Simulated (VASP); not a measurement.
# C (P6_3/mmc) in VASP: notebook, part 2 of 2

VASP 6.6.1. The steps go on from the part before.

**4. Single point, PBE (strain +1.5%)**

INCAR

```
PREC     = Accurate       # precision mode
ENCUT    = 520            # plane-wave cutoff, eV
EDIFF    = 1E-6           # SCF threshold, eV
ISMEAR   = -1             # smearing method
SIGMA    = 0.02           # smearing width, eV
LREAL    = F              # projectors in reciprocal space
LASPH    = T              # aspherical terms in the spheres
NELM     = 80             # most SCF steps
ALGO     = Normal         # electronic algorithm
ISIF     = 2              # what is computed and relaxed
LWAVE    = F              # write WAVECAR
LCHARG   = T              # write CHGCAR
GGA      = PE             # functional
LELF     = T              # ELF
LVHAR    = T            
NBANDS   = 16             # bands
```

KPOINTS

```
regular mesh
0
Gamma
  12 12 6
```

POSCAR

```
C
1.0
    2.5407433039      0.0000000000      0.0000000000
   -1.2703716519      2.2003482457      0.0000000000
    0.0000000000      0.0000000000      4.2314023143
C
4
Direct
    0.3333333333      0.6666666667      0.0000527189
    0.6666666667      0.3333333333      0.5000527189
    0.3333333333      0.6666666667      0.3749472811
    0.6666666667      0.3333333333      0.8749472811
```

Potentials or basis: VASP PAW PBE potentials, release 64 (C).

Run with:

```sh
$ cat potpaw_PBE.64/C/POTCAR > POTCAR
$ mpirun -np 1 vasp_std > vasp.out
```

OUTCAR:

```text
PREC = Accurate
   ENCUT = 520
   EDIFF = 1E-6
   ISMEAR = -1
   LREAL = F
   LASPH = T
   NELM = 80
   ISIF = 2
   GGA = PE

 ion  position               nearest neighbor table
   1  0.333  0.667  0.000-   4 1.56   4 1.56   4 1.56   3 1.59
   2  0.667  0.333  0.500-   3 1.56   3 1.56   3 1.56   4 1.59
   3  0.333  0.667  0.375-   2 1.56   2 1.56   2 1.56   1 1.59
   4  0.667  0.333  0.875-   1 1.56   1 1.56   1 1.56   2 1.59

  LATTYP: Found a hexagonal cell.
 ALAT       =     2.5407433039
 C/A-ratio  =     1.6654190558

  Lattice vectors:

 A1 = (   2.5407433039,   0.0000000000,   0.0000000000)
 A2 = (  -1.2703716519,   2.2003482457,   0.0000000000)
 A3 = (   0.0000000000,   0.0000000000,   4.2314023143)

Analysis of symmetry for initial positions (statically):
=====================================================================
 Subroutine PRICEL returns:
 Original cell was already a primitive cell.

 Routine SETGRP: Setting up the symmetry group for a
 hexagonal supercell.

 Subroutine GETGRP returns: Found 24 space group operations
 (whereof  6 operations were pure point group operations)
[... 173 lines left out ...]
 cond. band min:      12.8738577895   @ k =   0.3333   0.3333   0.0000
 fundamental gap:      3.4854909386
 Fermi energy:         9.7639421805

 k-point     1 :       0.0000    0.0000    0.0000
  band No.  band energies     occupation
      1     -11.8118      2.00000
      2      -6.4798      2.00000
      3      -3.7914      2.00000
      4       6.4490      2.00000
      5       6.4490      2.00000
      6       8.9814      2.00000
[... 433 lines left out ...]
      3      -1.4694      2.00000
      4       0.2893      2.00000
      5       2.3026      2.00000
      6       3.9548      2.00000
[... 8 lines left out ...]
     15      23.3836      0.00000
     16      25.7383      0.00000

 [... further k-points ...]

------------------------ aborting loop because EDIFF is reached ----------------------------------------

  FORCE on cell =-STRESS in cart. coord.  units (eV):
  Direction    XX          YY          ZZ          XY          YZ          ZX
  --------------------------------------------------------------------------------------
  -------------------------------------------------------------------------------------
  Total       -1.9860049     -1.9860049     -2.1327945     -0.0000000      0.0000000      0.0000000
  in kB     -134.5099384   -134.5099384   -144.4518335     -0.0000000      0.0000000      0.0000000
  external PRESSURE =    -137.8239034 kB  Pullay stress =       0.0000000 kB

 VOLUME and BASIS-vectors are now :
 -----------------------------------------------------------------------------
  energy-cutoff  :      520.00
  volume of cell :       23.66
      direct lattice vectors                 reciprocal lattice vectors
     2.540743304  0.000000000  0.000000000     0.393585609  0.227236757  0.000000000
    -1.270371652  2.200348246  0.000000000     0.000000000  0.454473514  0.000000000
     0.000000000  0.000000000  4.231402314     0.000000000  0.000000000  0.236328273

 POSITION                                       TOTAL-FORCE (eV/Angst)
 -----------------------------------------------------------------------------------
     -0.00000      1.46690      0.00022         0.000000      0.000000      0.013084
      1.27037      0.73345      2.11592        -0.000000      0.000000      0.013084
     -0.00000      1.46690      1.58655         0.000000     -0.000000     -0.013084
      1.27037      0.73345      3.70225        -0.000000      0.000000     -0.013084
 -----------------------------------------------------------------------------------
    total drift:                               -0.000000      0.000000      0.000000

  FREE ENERGIE OF THE ION-ELECTRON SYSTEM (eV)
  ---------------------------------------------------
  free  energy   TOTEN  =       -36.2395862550 eV

  energy  without entropy=      -36.2395862550  energy(sigma->0) =      -36.23958626
```

OSZICAR:

```text
N       E                     dE             d eps       ncg     rms          rms(c)
DAV:   1     0.201610310459E+02    0.20161E+02   -0.81408E+03  2432   0.960E+02
DAV:   2    -0.355705535414E+02   -0.55732E+02   -0.51607E+02  3432   0.186E+02
DAV:   3    -0.373652713797E+02   -0.17947E+01   -0.17894E+01  3000   0.284E+01
DAV:   4    -0.373721167124E+02   -0.68453E-02   -0.68439E-02  2976   0.218E+00
DAV:   5    -0.373721529431E+02   -0.36231E-04   -0.36228E-04  2968   0.138E-01    0.743E+00
DAV:   6    -0.365242297058E+02    0.84792E+00   -0.52767E-01  2736   0.451E+00    0.444E+00
DAV:   7    -0.362369138976E+02    0.28732E+00   -0.61789E-01  3080   0.506E+00    0.953E-01
DAV:   8    -0.362394497742E+02   -0.25359E-02   -0.12211E-02  2688   0.722E-01    0.596E-02
DAV:   9    -0.362395475909E+02   -0.97817E-04   -0.17824E-04  3216   0.992E-02    0.297E-02
DAV:  10    -0.362395863833E+02   -0.38792E-04   -0.34358E-05  2664   0.469E-02    0.848E-03
DAV:  11    -0.362395862550E+02    0.12832E-06   -0.50691E-07  2664   0.581E-03
   1 F= -.36239586E+02 E0= -.36239586E+02  d E =-.128013E-10
```

stdout:

```text
POSCAR found type information on POSCAR C
 POSCAR found :  1 types and       4 ions
 scaLAPACK will be used
 LDA part: xc-table for (Slater+PW92), standard interpolation
 POSCAR, INCAR and KPOINTS ok, starting setup
 FFT: planning ... GRIDC
 FFT: planning ... GRID_SOFT
 FFT: planning ... GRID
 WAVECAR not read
 entering main loop
```

Wall time 18 s (1 thread of Intel Xeon 8259CL, shared host); peak memory 0.14 GiB.

Results:

| Quantity | Value |
| --- | --- |
| Free energy | -36.2396 eV |
| Pressure | -13.8 GPa |
| Largest force | 0.013 eV/Å |
| Band gap on the k mesh | 3.49 eV (least direct gap 4.93 eV) |

Forces in eV/Å, atoms in the order of the input:
```
C    0.000  0.000  0.013
C    0.000  0.000  0.013
C    0.000  0.000 -0.013
C    0.000  0.000 -0.013
```

Caveat: the cell differs from its parent crystal (strain +1.5%); the cell stands under tension.

**5. Single point, PBE (strain +2.5%)**

INCAR

```
ALGO     = Normal         # electronic algorithm
EDIFF    = 1E-7           # SCF threshold, eV
ENCUT    = 520            # plane-wave cutoff, eV
GGA      = PE             # functional
ISIF     = 2              # what is computed and relaxed
ISMEAR   = -1             # smearing method
LASPH    = T              # aspherical terms in the spheres
LCHARG   = T              # write CHGCAR
LELF     = T              # ELF
LREAL    = F              # projectors in reciprocal space
LVHAR    = T            
LWAVE    = F              # write WAVECAR
NBANDS   = 16             # bands
NELM     = 80             # most SCF steps
PREC     = Accurate       # precision mode
SIGMA    = 0.02           # smearing width, eV
```

KPOINTS

```
k-points
0
Gamma
  12 12 6
```

POSCAR

```
C
1.0
    2.5657752576      0.0000000000      0.0000000000
   -1.2828876288      2.2220265535      0.0000000000
    0.0000000000      0.0000000000      4.2730910070
C
4
Direct
    0.3333333333      0.6666666667     -0.0000725761
    0.6666666667      0.3333333333      0.4999274239
    0.3333333333      0.6666666667      0.3750725761
    0.6666666667      0.3333333333      0.8750725761
```

Run with:

```sh
$ cat potpaw_PBE.64/C/POTCAR > POTCAR
$ mpirun -np 1 vasp_std > vasp.out
```

Wall time 20 s (1 thread of Intel Xeon 8259CL, shared host); peak memory 0.14 GiB.

The run converged. Its results:

* Free energy: -36.1558 eV
* Pressure: -24.4 GPa
* Largest force: 0.011 eV/Å
* Band gap on the k mesh: 3.59 eV (least direct gap 4.90 eV)

Forces on the atoms (eV/Å):
```
C    0.000  0.000  0.011
C    0.000  0.000  0.011
C    0.000  0.000 -0.011
C    0.000  0.000 -0.011
```

Stress tensor (GPa, compression positive):
```
-24.07   0.00   0.00
  0.00 -24.07   0.00
  0.00   0.00 -25.06
```

Levels at points of the mesh, in eV from the valence-band top:
```csv
k point,band 6,band 7,band 8,band 9,band 10,band 11
"(0.00, 0.00, 0.00)",-0.36,0.00,0.00,4.90,4.90,5.13
"(0.50, 0.00, 0.00)",-6.00,-5.44,-2.93,4.35,8.01,8.05
"(0.00, 0.00, 0.50)",-1.70,-1.70,-1.70,7.02,7.02,7.02
"(0.50, 0.00, 0.50)",-4.73,-4.48,-4.48,5.65,5.65,6.21
```

Caveat: the cell differs from its parent crystal (strain +2.5%); the cell stands under tension.

**6. Summary**

```tsv
level	cell	k mesh	smearing	grid for exact exchange (PRECFOCK)	share of exact exchange	screening parameter	gap on the mesh (eV)	pressure (GPa)	largest force (eV/Å)
HSE06	a = 2.541, b = 2.541, c = 4.168 Å, angles 90.0, 90.0, 120.0°, 4 atoms	9 × 9 × 4	gaussian 0.01 eV	Normal	0.25	0.2079 1/Å	4.48	-17.4	0.03
PBE	a = 2.541, b = 2.541, c = 4.168 Å, angles 90.0, 90.0, 120.0°, 4 atoms	12 × 12 × 6	fermi-dirac 0.02 eV	-	-	-	3.42	-7.7	0.01
PBE	a = 2.541, b = 2.541, c = 4.231 Å, angles 90.0, 90.0, 120.0°, 4 atoms	12 × 12 × 6	fermi-dirac 0.02 eV	-	-	-	3.49	-13.8	0.01
PBE	a = 2.566, b = 2.566, c = 4.273 Å, angles 90.0, 90.0, 120.0°, 4 atoms	12 × 12 × 6	fermi-dirac 0.02 eV	-	-	-	3.59	-24.4	0.01
```

Alike in all rows: task single point; potentials or basis VASP PAW PBE potentials, release 64 (C); no spin polarisation; cutoff (eV) 520.

Caveats: the cell stands under tension; the PAW data sets were made with another functional, which shifts forces and pressure a little (at least some runs); an odd mesh through Γ misses points on the zone boundary, where band edges can lie (at least some runs).

Absolute energies hang on the potentials; compare differences alone.
